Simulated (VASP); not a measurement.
# SrTi2O4 (F-43m) in VASP: relaxation of cell and atoms with PBE

Aim: the relaxation of cell and atoms of SrTi2O4 with PBE.

Everything below comes from runs of VASP 6.6.1. Logs are shortened: lines on timing, memory, paths and dates and some standing lists are left out, and cuts for length are marked.

## (1) The cell of the first run

Symmetry: F-43m, No. 216, cubic system. The conventional cell has a = 7.411 Å, b = 7.411 Å, c = 7.411 Å, α = 90.00°, β = 90.00°, γ = 90.00°. Within 4.1 Å of Sr (site symmetry -43m) lie 12 O at 3.15 Å and 8 Ti at 3.21 Å. Ti (site symmetry -43m) has 12 O at 3.03 Å and 4 Sr at 3.21 Å and 6 Ti at 3.71 Å within 4.0 Å. Ti (site symmetry -43m) has 4 O at 1.95 Å within 2.6 Å. O (site symmetry 3m) has 1 Ti at 1.95 Å and 3 O at 2.06 Å within 2.6 Å.

## (2) Relaxation of cell and atoms, PBE, collinear spin, ferromagnetic start

Contents of INCAR:

```
SYSTEM = SrTi2O4
PREC     = Accurate       ! precision mode
ENCUT    = 600            ! plane-wave cutoff, eV
EDIFF    = 1E-6           ! SCF threshold, eV
ISMEAR   = 0              ! smearing method
SIGMA    = 0.15           ! smearing width, eV
LREAL    = .False.        ! projectors in reciprocal space
LASPH    = .True.         ! aspherical terms in the spheres
NELM     = 150            ! most SCF steps
ALGO     = Normal         ! electronic algorithm
ISIF     = 3              ! what is computed and relaxed
LWAVE    = .False.        ! write WAVECAR
LCHARG   = .False.        ! write CHGCAR
ISPIN    = 2              ! spin polarisation
MAGMOM   = 0 1 1 0 0 0 0  ! initial moments
LORBIT   = 11             ! projections on sites
LMAXMIX  = 4              ! l up to which the mixer works
GGA      = PE             ! functional
IBRION   = 2              ! ionic algorithm
NSW      = 36             ! ionic steps
EDIFFG   = -0.08          ! ionic threshold
```

Contents of KPOINTS:

```
Automatic mesh
0
Gamma
  3 3 3
  0 0 0
```

Contents of POSCAR:

```
SrTi2O4
1.0
    0.0000000000      3.7056213600      3.7056213600
    3.7056213600      0.0000000000      3.7056213600
    3.7056213600      3.7056213600      0.0000000000
Sr Ti O
1 2 4
Direct
    0.0000000000      0.0000000000      0.0000000000
    0.7500000000      0.7500000000      0.7500000000
    0.2500000000      0.2500000000      0.2500000000
    0.4015674400      0.4015674400      0.4015674400
    0.4015674400      0.4015674400      0.7952976900
    0.4015674400      0.7952976900      0.4015674400
    0.7952976900      0.4015674400      0.4015674400
```

Potentials or basis: VASP PAW PBE potentials, release 64 (Sr_sv, Ti_sv, O).

Run with:

```console
> cat potpaw_PBE.64/Sr_sv/POTCAR potpaw_PBE.64/Ti_sv/POTCAR potpaw_PBE.64/O/POTCAR > POTCAR
> mpirun -np 1 vasp_std > vasp.out
```

OUTCAR:

```text
SYSTEM = SrTi2O4
   PREC = Accurate
   ENCUT = 600
   EDIFF = 1E-6
   ISMEAR = 0
   LREAL = .False.
   LASPH = .True.
   NELM = 150
   ISIF = 3
   ISPIN = 2
   LORBIT = 11
   GGA = PE
   IBRION = 2
   NSW = 36
   EDIFFG = -0.08

 ion  position               nearest neighbor table
   1  0.000  0.000  0.000-   6 3.15   7 3.15   5 3.15   7 3.15   5 3.15   6 3.15   4 3.15   4 3.15
                             4 3.15   5 3.15   6 3.15   7 3.15   3 3.21   2 3.21   2 3.21   3 3.21
   2  0.750  0.750  0.750-   1 3.21   1 3.21   1 3.21   1 3.21
   3  0.250  0.250  0.250-   5 1.95   6 1.95   7 1.95   4 1.95   1 3.21   1 3.21   1 3.21   1 3.21

   4  0.402  0.402  0.402-   3 1.95   1 3.15   1 3.15   1 3.15
   5  0.402  0.402  0.795-   3 1.95   1 3.15   1 3.15   1 3.15
   6  0.402  0.795  0.402-   3 1.95   1 3.15   1 3.15   1 3.15
   7  0.795  0.402  0.402-   3 1.95   1 3.15   1 3.15   1 3.15

  LATTYP: Found a face centered cubic cell.
 ALAT       =     7.4112427200

  Lattice vectors:

 A1 = (   0.0000000000,   3.7056213600,   3.7056213600)
 A2 = (   3.7056213600,   0.0000000000,   3.7056213600)
 A3 = (   3.7056213600,   3.7056213600,   0.0000000000)

Analysis of symmetry for initial positions (statically):
=====================================================================
 Subroutine PRICEL returns:
 Original cell was already a primitive cell.

 Routine SETGRP: Setting up the symmetry group for a
 face centered cubic supercell.

 Subroutine GETGRP returns: Found 24 space group operations
 (whereof 24 operations were pure point group operations)
 out of a pool of 48 trial point group operations.

The static configuration has the point symmetry T_d .

Analysis of symmetry for dynamics (positions and initial velocities):
=====================================================================
 Subroutine PRICEL returns:
 Original cell was already a primitive cell.

 Routine SETGRP: Setting up the symmetry group for a
 face centered cubic supercell.

 Subroutine GETGRP returns: Found 24 space group operations
 (whereof 24 operations were pure point group operations)
 out of a pool of 48 trial point group operations.

The dynamic configuration has the point symmetry T_d .

Analysis of structural, dynamic, and magnetic symmetry:
=====================================================================
 Subroutine PRICEL returns:
 Original cell was already a primitive cell.

 Routine SETGRP: Setting up the symmetry group for a
 face centered cubic supercell.

 Subroutine GETGRP returns: Found 24 space group operations
 (whereof 24 operations were pure point group operations)
 out of a pool of 48 trial point group operations.

The overall configuration has the point symmetry T_d .

 Subroutine INISYM returns: Found 24 space group operations
[... 121 lines left out ...]
  volume of cell :      101.77
 maximum number of plane-waves:      3479
 NGX is ok and might be reduce to    42
   NGX = 21   NGY = 21   NGZ = 21

--------------------------------------- Ionic step        1  -------------------------------------------

 number of electron      58.0000002 magnetization       1.9885444

 Free energy of the ion-electron system (eV)
  ---------------------------------------------------
  ext. energy  EPLUGINS =         0.00000000
  ---------------------------------------------------
  free energy    TOTEN  =       -41.90510652 eV

  energy without entropy =      -41.83881638  energy(sigma->0) =      -41.87196145

------------------------ aborting loop because EDIFF is reached ----------------------------------------

  FORCE on cell =-STRESS in cart. coord.  units (eV):
  Direction    XX          YY          ZZ          XY          YZ          ZX
  --------------------------------------------------------------------------------------
  -------------------------------------------------------------------------------------
  Total        0.0258651      0.0258651      0.0258651      0.0000000      0.0000000     -0.0000000
  in kB        0.4072040      0.4072040      0.4072040      0.0000000      0.0000000     -0.0000000
  external PRESSURE =       0.4072040 kB  Pullay stress =       0.0000000 kB
[... 69 lines left out ...]
--------------------------------------- Ionic step        3  -------------------------------------------

 number of electron      57.9999999 magnetization       1.9999409

 E-fermi :   4.1145     XC(G=0): -10.3240

 val. band max:        4.0766132548   @ k =  -0.3333   0.3333   0.0000
 cond. band min:       4.1186589943   @ k =  -0.3333   0.3333   0.0000
 fundamental gap:      0.0420457394
 Fermi energy:         4.1145196555

 spin component 1

 k-point     1 :       0.0000    0.0000    0.0000
  band No.  band energies     occupation
      1     -53.9958      1.00000
      2     -50.7202      1.00000
      3     -31.4134      1.00000
      4     -30.2911      1.00000
      5     -30.2911      1.00000
      6     -30.2911      1.00000
[... 459 lines left out ...]
--------------------------------------- Ionic step        7  -------------------------------------------

 number of electron      57.9999997 magnetization       1.9996028

 Free energy of the ion-electron system (eV)
  ---------------------------------------------------
  ext. energy  EPLUGINS =         0.00000000
  ---------------------------------------------------
  free energy    TOTEN  =       -44.93932916 eV

  energy without entropy =      -44.85869486  energy(sigma->0) =      -44.89901201

 E-fermi :   3.0981     XC(G=0):  -9.7612

 val. band max:        3.0927476252   @ k =  -0.3333   0.3333   0.0000
 cond. band min:       3.1925279960   @ k =   0.3333   0.0000   0.0000
 fundamental gap:      0.0997803708
 Fermi energy:         3.0980804121

 spin component 1

 k-point     1 :       0.0000    0.0000    0.0000
  band No.  band energies     occupation
      1     -55.0067      1.00000
      2     -51.7461      1.00000
      3     -32.5719      1.00000
      4     -31.3019      1.00000
      5     -31.3019      1.00000
      6     -31.3019      1.00000
[... 330 lines left out ...]
  FREE ENERGIE OF THE ION-ELECTRON SYSTEM (eV)
  ---------------------------------------------------
  free  energy   TOTEN  =       -44.9393291647 eV

  energy  without entropy=      -44.8586948567  energy(sigma->0) =      -44.89901201

 reached required accuracy - stopping structural energy minimisation

 total charge

# of ion       s       p       d       tot
------------------------------------------
    1        2.008   5.747   0.179   7.934
    2        2.068   5.962   1.958   9.988
    3        2.315   6.351   2.265  10.932
    4        1.596   3.316   0.000   4.912
    5        1.596   3.316   0.000   4.912
    6        1.596   3.316   0.000   4.912
    7        1.596   3.316   0.000   4.912
--------------------------------------------------
tot         12.775  31.325   4.403  48.502

 magnetization (x)

# of ion       s       p       d       tot
------------------------------------------
    1        0.010   0.011   0.047   0.068
    2        0.028   0.013   1.765   1.806
    3       -0.000  -0.004   0.006   0.002
    4        0.001  -0.089   0.000  -0.088
    5        0.001  -0.089   0.000  -0.088
    6        0.001  -0.089   0.000  -0.088
    7        0.001  -0.089   0.000  -0.088
--------------------------------------------------
tot          0.042  -0.335   1.817   1.524
```

It took 7.9 min on 1 thread of Intel Xeon Platinum 8175M at 2.50GHz (Skylake/Cascade Lake), shared host; peak memory 0.34 GiB.

What came out:

```yaml
Free_energy: -44.9393 eV
Relaxed_volume: 16.28 Å³/atom
Relaxed_cell: a = 5.442 Å, b = 5.442 Å, c = 5.442 Å, α = 60.00°, β = 60.00°, γ = 60.00°
Space_group_after_relaxing_to_0.05_Å: F-43m (No. 216)
Energy_gained_by_relaxing: 433.5 meV/atom
Ionic_steps: 7
Pressure_after_relaxing: 0.2 GPa
Largest_force_after_relaxing: 0.018 eV/Å
Band_gap_on_the_k_mesh: zero (filled and empty bands overlap)
Net_moment: 2.00 μB per cell
Site_moments: Sr +0.07; Ti +1.81, +0.00; O -0.09 μB
Valence_electrons_inside_the_program's_atomic_spheres: Sr 7.93; Ti 9.99, 10.93; O 4.91
```

Forces on the atoms (eV/Å):
```
Sr   0.000  0.000  0.000
Ti   0.000  0.000  0.000
Ti   0.000  0.000  0.000
O    0.011  0.011  0.011
O   -0.011 -0.011  0.011
O   -0.011  0.011 -0.011
O    0.011 -0.011 -0.011
```

Step by step:
```csv
step,energy change (eV),largest force (eV/Å),pressure (GPa),volume (Å³)
1,0.0000,7.0053,0.04,101.77
2,-0.0287,9.6010,31.43,101.82
3,-2.7416,0.0379,8.36,101.80
4,-3.0059,0.6610,-0.41,112.29
5,-3.0065,0.6933,-0.73,112.82
6,-3.0231,0.4784,0.93,114.65
7,-3.0342,0.0183,0.21,113.94
```

Final structure:
```
CELL_PARAMETERS angstrom
0.00000 3.84781 3.84781
3.84781 0.00000 3.84781
3.84781 3.84781 0.00000
ATOMIC_POSITIONS crystal
Sr 0.00000 0.00000 0.00000
Ti 0.75000 0.75000 0.75000
Ti 0.25000 0.25000 0.25000
O 0.38417 0.38417 0.38417
O 0.38417 0.38417 0.84750
O 0.38417 0.84750 0.38417
O 0.84750 0.38417 0.38417
```

Caveat: the k points lie up to 0.47 Å⁻¹ apart in the final cell; semilocal functionals often make such compounds metallic where correlation or magnetic order opens a gap, which also shifts bond lengths; the relaxation stopped at a loose force limit of 0.08 eV/Å, so its end isn't a converged minimum.
